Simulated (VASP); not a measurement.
# HfC (Fm-3m) in VASP: notebook

Runs on HfC. Level: PBE. Tasks: single point.

Program: VASP 6.6.1. These are calculated values, not measurements. Logs are shortened: lines on timing, memory, paths and dates and some standing lists are left out, and cuts for length are marked.

### Step 1. The cell of the first run

The structure is cubic, space group Fm-3m (No. 225). The conventional cell has a = 4.555 Å, b = 4.555 Å, c = 4.555 Å, α = 90.00°, β = 90.00°, γ = 90.00°. Within 3.0 Å of Hf (site symmetry m-3m) lie 6 C at 2.28 Å. Within 3.0 Å of C (site symmetry m-3m) lie 6 Hf at 2.28 Å.

### Step 2. Single point, PBE, collinear spin, ferromagnetic start (volume scaled by 0.94)

The input, INCAR:

```
SYSTEM = HfC
PREC = Accurate ; ENCUT = 520
EDIFF = 1E-6 ; ISMEAR = 0
SIGMA = 0.1 ; LREAL = .FALSE.
LASPH = .TRUE. ; NELM = 150
ALGO = Normal ; ISIF = 2
LWAVE = .FALSE. ; LCHARG = .FALSE.
ISPIN = 2 ; MAGMOM = 1 0
LORBIT = 11 ; NUPDOWN = 1.0
LMAXMIX = 4 ; GGA = PE
NBANDS = 18
```

The input, KPOINTS:

```
regular mesh
0
G
  10 10 10
  0 0 0
```

The input, POSCAR:

```
HfC
1.0
    0.0000000000      2.2775377028      2.2775377028
    2.2775377028      0.0000000000      2.2775377028
    2.2775377028      2.2775377028      0.0000000000
Hf C
1 1
Direct
    0.5000000000      0.5000000000      0.5000000000
    0.0000000000      0.0000000000      0.0000000000
```

Potentials or basis: VASP PAW PBE potentials, release 64 (Hf_pv, C).

On the command line:

```bash
$ cat potpaw_PBE.64/Hf_pv/POTCAR potpaw_PBE.64/C/POTCAR > POTCAR
$ mpirun -np 1 vasp_std > vasp.out
```

OUTCAR:

```text
SYSTEM = HfC
   PREC = Accurate
   ENCUT = 520
   EDIFF = 1E-6
   ISMEAR = 0
   LREAL = .FALSE.
   LASPH = .TRUE.
   NELM = 150
   ISIF = 2
   ISPIN = 2
   LORBIT = 11
   NUPDOWN = 1.0
   GGA = PE

 ion  position               nearest neighbor table
   1  0.500  0.500  0.500-   2 2.28   2 2.28   2 2.28   2 2.28   2 2.28   2 2.28
   2  0.000  0.000  0.000-   1 2.28   1 2.28   1 2.28   1 2.28   1 2.28   1 2.28

  LATTYP: Found a face centered cubic cell.
 ALAT       =     4.5550754056

  Lattice vectors:

 A1 = (   0.0000000000,   2.2775377028,   2.2775377028)
 A2 = (   2.2775377028,   0.0000000000,   2.2775377028)
 A3 = (   2.2775377028,   2.2775377028,   0.0000000000)

Analysis of symmetry for initial positions (statically):
=====================================================================
 Subroutine PRICEL returns:
 Original cell was already a primitive cell.

 Routine SETGRP: Setting up the symmetry group for a
 face centered cubic supercell.

 Subroutine GETGRP returns: Found 48 space group operations
 (whereof 48 operations were pure point group operations)
 out of a pool of 48 trial point group operations.

The static configuration has the point symmetry O_h .

Analysis of symmetry for dynamics (positions and initial velocities):
=====================================================================
 Subroutine PRICEL returns:
 Original cell was already a primitive cell.

 Routine SETGRP: Setting up the symmetry group for a
 face centered cubic supercell.

 Subroutine GETGRP returns: Found 48 space group operations
 (whereof 48 operations were pure point group operations)
 out of a pool of 48 trial point group operations.

The dynamic configuration has the point symmetry O_h .

Analysis of structural, dynamic, and magnetic symmetry:
=====================================================================
 Subroutine PRICEL returns:
 Original cell was already a primitive cell.

 Routine SETGRP: Setting up the symmetry group for a
 face centered cubic supercell.

 Subroutine GETGRP returns: Found 48 space group operations
 (whereof 48 operations were pure point group operations)
 out of a pool of 48 trial point group operations.

The overall configuration has the point symmetry O_h .

 Subroutine INISYM returns: Found 48 space group operations
 (whereof 48 operations are pure point group operations),
 and found     1 'primitive' translations

----------------------------------------------------------------------------------------

                                     Primitive cell

  volume of cell :      23.6280

  direct lattice vectors                    reciprocal lattice vectors
     0.000000000  2.277537703  2.277537703    -0.219535334  0.219535334  0.219535334
     2.277537703  0.000000000  2.277537703     0.219535334 -0.219535334  0.219535334
     2.277537703  2.277537703  0.000000000     0.219535334  0.219535334 -0.219535334

  length of vectors
     3.220924708  3.220924708  3.220924708     0.380246352  0.380246352  0.380246352

  position of ions in fractional coordinates (direct lattice)
     0.500000000  0.500000000  0.500000000
     0.000000000  0.000000000  0.000000000

  ion indices of the primitive-cell ions
   primitive index   ion index
                 1           1
                 2           2

----------------------------------------------------------------------------------------

 KPOINTS: regular mesh

Automatic generation of k-mesh.
 Grid dimensions read from file:
 generate k-points for:   10   10   10

 Generating k-lattice:

  Cartesian coordinates                     Fractional coordinates (reciprocal lattice)
    -0.021953533  0.021953533  0.021953533     0.100000000  0.000000000  0.000000000
     0.021953533 -0.021953533  0.021953533     0.000000000  0.100000000  0.000000000
     0.021953533  0.021953533 -0.021953533     0.000000000  0.000000000  0.100000000

  Length of vectors
     0.038024635  0.038024635  0.038024635

  Shift w.r.t. Gamma in fractional coordinates (k-lattice)
     0.000000000  0.000000000  0.000000000

 Subroutine IBZKPT returns following result:
 ===========================================

 Found     47 irreducible k-points:

 Following reciprocal coordinates:
            Coordinates               Weight
  0.000000  0.000000  0.000000      1.000000
  0.100000  0.000000  0.000000      8.000000
  0.200000  0.000000  0.000000      8.000000
  0.300000  0.000000  0.000000      8.000000
  0.400000  0.000000  0.000000      8.000000
  0.500000  0.000000  0.000000      4.000000
[... 16 lines left out ...]
  0.300000  0.300000  0.000000      6.000000
  0.400000  0.300000  0.000000     24.000000
 [... further k-points ...]
   k-points           NKPTS =     47   k-points in BZ     NKDIM =     47   number of bands    NBANDS=     18
   number of dos      NEDOS =    301   number of ions     NIONS =      2
   total plane-waves  NPLWV =  13824
   dimension x,y,z NGX =    24 NGY =   24 NGZ =   24
   dimension x,y,z NGXF=    48 NGYF=   48 NGZF=   48
   ions per type =               1   1
   NGX,Y,Z   is equivalent  to a cutoff of  12.39, 12.39, 12.39 a.u.
   NGXF,Y,Z  is equivalent  to a cutoff of  24.77, 24.77, 24.77 a.u.
 SYSTEM =  HfC
   PREC   = accura    normal or accurate (medium, high low for compatibility)
   ISTART =      0    job   : 0-new  1-cont  2-samecut
   ICHARG =      2    charge: 1-file 2-atom 10-const
   ISPIN  =      2    spin polarized calculation?
   LNONCOLLINEAR =      F non collinear calculations
   LSORBIT =      F    spin-orbit coupling
   LASPH  =      T    aspherical Exc in radial PAW
   ENCUT  =  520.0 eV  38.22 Ry    6.18 a.u.   5.99  5.99  5.99*2*pi/ulx,y,z
   NELM   =    150;   NELMIN=  2; NELMDL= -5     # of ELM steps
   EDIFF  = 0.1E-05   stopping-criterion for ELM
   LREAL  =      F    real-space projection
   EDIFFG = 0.1E-04   stopping-criterion for IOM
   NSW    =      0    number of steps for IOM
   IBRION =     -1    ionic relax: 0-MD 1-quasi-New 2-CG
   NFREE  =      0    steps in history (QN), initial steepest desc. (CG)
   ISIF   =      2    stress and relaxation
   ISYM   =      2    0-nonsym 1-usesym 2-fastsym
   POTIM  = 0.5000    time-step for ionic-motion
   TEBEG  =    0.0;   TEEND  =   0.0 temperature during run
   PSTRESS=    0.0 pullay stress
   NELECT =      14.0000    total number of electrons
   NUPDOWN=       1.0000    fix difference up-down
   EMIN   =  10.00;   EMAX   =-10.00  energy-range for DOS
   EFERMI =   0.00;   METHOD = LEGACY
   ISMEAR =     0;   SIGMA  =   0.10  broadening in eV -4-tet -1-fermi 0-gaus
   EFERMI_NEDOS =   21; number of points for ismear=-14 and -15
   IALGO  =     38    algorithm
   IMIX   =      4    mixing-type and parameters
     AMIX     =   0.40;   BMIX     =  1.00
     AMIX_MAG =   1.60;   BMIX_MAG =  1.00
  volume/ion in A,a.u.               =      11.81        79.72
  Fermi-wavevector in a.u.,A,eV,Ry     =   1.375019  2.598409 25.724214  1.890676
  Thomas-Fermi vector in A             =   2.500393
   LORBIT       =     11    0 simple, 1 ext, 2 COOP (PROOUT), +10 PAW based schemes
   GGA     = PE    functional components
   LHFCALC =     F    Hartree Fock is set to
   AEXX    =    0.0000 exact exchange contribution
   IVDW    =     0    specifies the selected vdW correction
   LEPSILON=     F    determine dielectric tensor
   LRPA    =     F    only Hartree local field effects (RPA)
 spin polarized calculation
 Gauss-broadening in eV      SIGMA  =   0.10
  energy-cutoff  :      520.00
  volume of cell :       23.63
 maximum number of plane-waves:       648
   NGX = 11   NGY = 11   NGZ = 11

 number of electron      14.0000000 magnetization       1.0000000

 Free energy of the ion-electron system (eV)
  ---------------------------------------------------
  ext. energy  EPLUGINS =         0.00000000
  ---------------------------------------------------
  free energy    TOTEN  =       -19.86753648 eV

  energy without entropy =      -19.86538794  energy(sigma->0) =      -19.86646221

 E-fermi :   4.8676     XC(G=0): -12.5959

 val. band max:        8.6062691721   @ k =  -0.4000   0.3000   0.0000
 cond. band min:       4.9406254799   @ k =   0.4000   0.4000   0.0000
 fundamental gap:     -3.6656436922
 Fermi energy:         8.7220384797

 spin component 1

 k-point     1 :       0.0000    0.0000    0.0000
  band No.  band energies     occupation
      1     -22.8044      1.00000
      2     -22.8044      1.00000
      3     -22.8044      1.00000
      4      -6.5905      1.00000
      5       6.9583      1.00000
      6       6.9583      1.00000
[... 10 lines left out ...]
     17      31.9413      0.00000
     18      31.9413      0.00000
[... 463 lines left out ...]
 k-point    24 :       0.4000    0.3000    0.0000
  band No.  band energies     occupation
      1     -23.4389      1.00000
      2     -23.0576      1.00000
      3     -23.0305      1.00000
      4      -4.4296      1.00000
      5       2.2802      1.00000
      6       4.2273      1.00000
[... 10 lines left out ...]
     17      23.8253      0.00000
     18      26.5676      0.00000

 [... further k-points ...]

 spin component 2

 k-point     1 :       0.0000    0.0000    0.0000
  band No.  band energies     occupation
      1     -22.6212      1.00000
      2     -22.6212      1.00000
      3     -22.6212      1.00000
      4      -5.9570      1.00000
      5       7.6713      0.00000
      6       7.6713      0.00000
[... 10 lines left out ...]
     17      32.3791      0.00000
     18      32.3791      0.00000
[... 463 lines left out ...]
 k-point    24 :       0.4000    0.3000    0.0000
  band No.  band energies     occupation
      1     -23.2364      1.00000
      2     -22.8671      1.00000
      3     -22.8410      1.00000
      4      -3.7772      1.00000
      5       2.8519      1.00000
      6       4.7510      0.95040
[... 10 lines left out ...]
     17      24.3047      0.00000
     18      27.0159      0.00000

 [... further k-points ...]
[... 5 lines left out ...]
  --------------------------------------------------------------------------------------
  -------------------------------------------------------------------------------------
  Total        3.0805199      3.0805199      3.0805199      0.0000000      0.0000000     -0.0000000
  in kB      208.8853043    208.8853043    208.8853043      0.0000000      0.0000000     -0.0000000
  external PRESSURE =     208.8853043 kB  Pullay stress =       0.0000000 kB

 VOLUME and BASIS-vectors are now :
 -----------------------------------------------------------------------------
  energy-cutoff  :      520.00
  volume of cell :       23.63
      direct lattice vectors                 reciprocal lattice vectors
     0.000000000  2.277537703  2.277537703    -0.219535334  0.219535334  0.219535334
     2.277537703  0.000000000  2.277537703     0.219535334 -0.219535334  0.219535334
     2.277537703  2.277537703  0.000000000     0.219535334  0.219535334 -0.219535334

 POSITION                                       TOTAL-FORCE (eV/Angst)
 -----------------------------------------------------------------------------------
      2.27754      2.27754      2.27754         0.000000     -0.000000      0.000000
      0.00000      0.00000      0.00000        -0.000000      0.000000      0.000000
 -----------------------------------------------------------------------------------
    total drift:                                0.000000     -0.000000      0.000000

  FREE ENERGIE OF THE ION-ELECTRON SYSTEM (eV)
  ---------------------------------------------------
  free  energy   TOTEN  =       -19.8675364801 eV

  energy  without entropy=      -19.8653879401  energy(sigma->0) =      -19.86646221

 total charge

# of ion       s       p       d       tot
------------------------------------------
    1        0.329   6.662   1.811   8.802
    2        0.891   1.527   0.000   2.419
--------------------------------------------------
tot          1.220   8.190   1.811  11.221

 magnetization (x)

# of ion       s       p       d       tot
------------------------------------------
    1        0.006   0.064   0.310   0.380
    2        0.013   0.275   0.000   0.289
--------------------------------------------------
tot          0.019   0.340   0.310   0.669
```

Run time: 34 s. Hardware: 1 thread of AMD EPYC 9R45 (Zen 5), shared host; peak memory 0.14 GiB.

Results:

```yaml
Free_energy: -19.8675 eV
Pressure: 20.9 GPa
Net_moment: 1.00 μB per cell
Site_moments: Hf +0.38; C +0.29 μB
Valence_electrons_inside_the_program's_atomic_spheres: Hf 8.80; C 2.42
```

Caveat: spin-orbit coupling is left out, which moves the levels of the heavy elements; the total moment is fixed, so each spin has its own Fermi level.

### Step 3. Single point, PBE, collinear spin, ferromagnetic start (volume scaled by 0.96)

The input, INCAR:

```
ALGO     = Normal         # electronic algorithm
EDIFF    = 1E-6           # SCF threshold, eV
ENCUT    = 520            # plane-wave cutoff, eV
GGA      = PE             # functional
ISIF     = 2              # what is computed and relaxed
ISMEAR   = 0              # smearing method
ISPIN    = 2              # spin polarisation
LASPH    = True           # aspherical terms in the spheres
LCHARG   = False          # write CHGCAR
LMAXMIX  = 4              # l up to which the mixer works
LORBIT   = 11             # projections on sites
LREAL    = False          # projectors in reciprocal space
LWAVE    = False          # write WAVECAR
MAGMOM   = 1 0            # initial moments
NBANDS   = 18             # bands
NELM     = 150            # most SCF steps
NUPDOWN  = 1.0            # fixed moment
PREC     = Accurate       # precision mode
SIGMA    = 0.1            # smearing width, eV
```

The input, KPOINTS:

```
k-points
0
Gamma
  10 10 10
```

The input, POSCAR:

```
HfC
1.0
    0.0000000000      2.2935772291      2.2935772291
    2.2935772291      0.0000000000      2.2935772291
    2.2935772291      2.2935772291      0.0000000000
Hf C
1 1
Direct
    0.5000000000      0.5000000000      0.5000000000
    0.0000000000      0.0000000000      0.0000000000
```

Potentials or basis: VASP PAW PBE potentials, release 64 (Hf_pv, C).

On the command line:

```bash
$ cat potpaw_PBE.64/Hf_pv/POTCAR potpaw_PBE.64/C/POTCAR > POTCAR
$ mpirun -np 1 vasp_std > vasp.out
```

Wall time 32 s (1 thread of AMD EPYC 9R45 (Zen 5), shared host); peak memory 0.14 GiB.

The run converged. Its results:

```yaml
Free_energy: -19.9234 eV
Pressure: 14.7 GPa
Net_moment: 1.00 μB per cell
Site_moments: Hf +0.38; C +0.28 μB
Valence_electrons_inside_the_program's_atomic_spheres: Hf 8.73; C 2.40
```

Caveat: spin-orbit coupling is left out, which moves the levels of the heavy elements; the total moment is fixed, so each spin has its own Fermi level.

### Step 4. Single point, PBE, collinear spin, ferromagnetic start (volume scaled by 0.98)

The input, INCAR:

```
ALGO     = Normal         # electronic algorithm
EDIFF    = 1E-7           # SCF threshold, eV
ENCUT    = 520            # plane-wave cutoff, eV
GGA      = PE             # functional
ISIF     = 2              # what is computed and relaxed
ISMEAR   = 0              # smearing method
ISPIN    = 2              # spin polarisation
LASPH    = T              # aspherical terms in the spheres
LCHARG   = F              # write CHGCAR
LMAXMIX  = 4              # l up to which the mixer works
LORBIT   = 11             # projections on sites
LREAL    = F              # projectors in reciprocal space
LWAVE    = F              # write WAVECAR
MAGMOM   = 1 0            # initial moments
NBANDS   = 18             # bands
NELM     = 150            # most SCF steps
NUPDOWN  = 1.0            # fixed moment
PREC     = Accurate       # precision mode
SIGMA    = 0.1            # smearing width, eV
```

KPOINTS is that of step 3.

The input, POSCAR:

```
HfC
1.0
    0.0000000000      2.3093955030      2.3093955030
    2.3093955030      0.0000000000      2.3093955030
    2.3093955030      2.3093955030      0.0000000000
Hf C
1 1
Direct
    0.5000000000      0.5000000000      0.5000000000
    0.0000000000      0.0000000000      0.0000000000
```

On the command line:

```bash
$ cat potpaw_PBE.64/Hf_pv/POTCAR potpaw_PBE.64/C/POTCAR > POTCAR
$ mpirun -np 1 vasp_std > vasp.out
```

Run time: 34 s. Hardware: 1 thread of AMD EPYC 9R45 (Zen 5), shared host; peak memory 0.13 GiB.

The run converged. Its results:

| Property | Result |
| --- | --- |
| Free energy | -19.9608 eV |
| Pressure | 9.1 GPa |
| Net moment | 1.00 μB per cell |
| Site moments | Hf +0.38; C +0.28 μB |
| Valence electrons inside the program's atomic spheres | Hf 8.67; C 2.39 |

Caveat: spin-orbit coupling is left out, which moves the levels of the heavy elements; the total moment is fixed, so each spin has its own Fermi level.

### Step 5. The runs side by side

| cell | pressure (GPa) | moment (μB) |
| --- | --- | --- |
| a = 3.221 Å, angles 60.0°, 2 atoms | 20.9 | 1.00 |
| a = 3.244 Å, angles 60.0°, 2 atoms | 14.7 | 1.00 |
| a = 3.266 Å, angles 60.0°, 2 atoms | 9.1 | 1.00 |

Alike in all rows: task single point; level PBE; potentials or basis VASP PAW PBE potentials, release 64 (Hf_pv, C); spin collinear, ferromagnetic start; fixed moment (μB) 1.0; k mesh 10 × 10 × 10; cutoff (eV) 520; smearing gaussian 0.1 eV.

Caveats: spin-orbit coupling is left out, which moves the levels of the heavy elements; the total moment is fixed, so each spin has its own Fermi level.

Total energies depend on the potentials used, so only differences within one code and one set of settings carry meaning.
